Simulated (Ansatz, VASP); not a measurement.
# One calculation of SiO2, two programs

File INCAR:

```
PREC = Accurate
ENCUT = 520
EDIFF = 1E-8
ISMEAR = -1
SIGMA = 0.03
LREAL = False
LASPH = True
NELM = 60
ALGO = Normal
ISIF = 2
LWAVE = False
LCHARG = False
GGA = PE
LEFG = True
NBANDS = 25
```

The input KPOINTS:

```
regular mesh
0
Gamma
  7 7 7
```

Contents of POSCAR:

```
SiO2
1.0
   -2.3740500000      2.3740500000      3.6691200000
    2.3740500000     -2.3740500000      3.6691200000
    2.3740500000      2.3740500000     -3.6691200000
Si O
2 4
Direct
    0.0000000000      0.0000000000      0.0000000000
    0.7500000000      0.2500000000      0.5000000000
    0.9983800000      0.6250000000      0.8733800000
    0.3750000000      0.2483800000      0.3733800000
    0.7516200000      0.1250000000      0.1266200000
    0.8750000000      0.0016200000      0.6266200000
```

Input for Ansatz:

```yaml
crystal:
  lattice:
    - [-2.37405, 2.37405, 3.66912]
    - [2.37405, -2.37405, 3.66912]
    - [2.37405, 2.37405, -3.66912]
  atoms:
    - { symbol: Si, position: [0.0, 0.0, 0.0] }
    - { symbol: Si, position: [0.75, 0.25, 0.5] }
    - { symbol: O, position: [0.99838, 0.625, 0.87338] }
    - { symbol: O, position: [0.375, 0.24838, 0.37338] }
    - { symbol: O, position: [0.75162, 0.125, 0.12662] }
    - { symbol: O, position: [0.875, 0.00162, 0.62662] }
kpoints:
  mp_grid: { grid: [7, 7, 7] }
scf:
  occupations: { method: fermi_dirac, width: 0.03 }
hamiltonian:
  xc: pbe
  pseudopotentials: { kind: all_electron, datasets: crystal }
output:
  forces: true
  stress: true
  eigenvalues: true
  efg: { contact_densities: true }
```

Change from the starting cell: zz strain of -2 %, crystal datasets.

Alike in both runs: task electric field gradients; functional PBE; k mesh 7 × 7 × 7; occupations fermi-dirac, width 0.03 eV; no spin polarisation.

```csv
,VASP,Ansatz
version,VASP 6.6.1,Ansatz 0.2.0
potentials or method,"VASP PAW PBE potentials, release 64 (Si, O), cutoff 520 eV","all-electron PAW with datasets made for the crystal, scalar-relativistic"
```

|  | VASP | Ansatz | Ansatz less VASP |
| --- | --- | --- | --- |
| gap on the k mesh at the Fermi level (eV) | 6.21 | 6.22 | +0.008 |
| pressure (GPa) | 7.5 | 7.2 | -0.21 |
| traceless stress, the component that is largest in VASP (GPa) | -0.52 | -0.57 | -0.057 |
| rms of the force components (eV/Å) | 0.178 | 0.176 | -0.0016 |
| size of Vzz on the site where it differs most (V/Å²) | 81.6 | 83.2 | +1.65 |

Atom by atom the forces differ by 0.002 eV/Å (rms over components). Ansatz ran all-electron here, and VASP with PAW potentials.
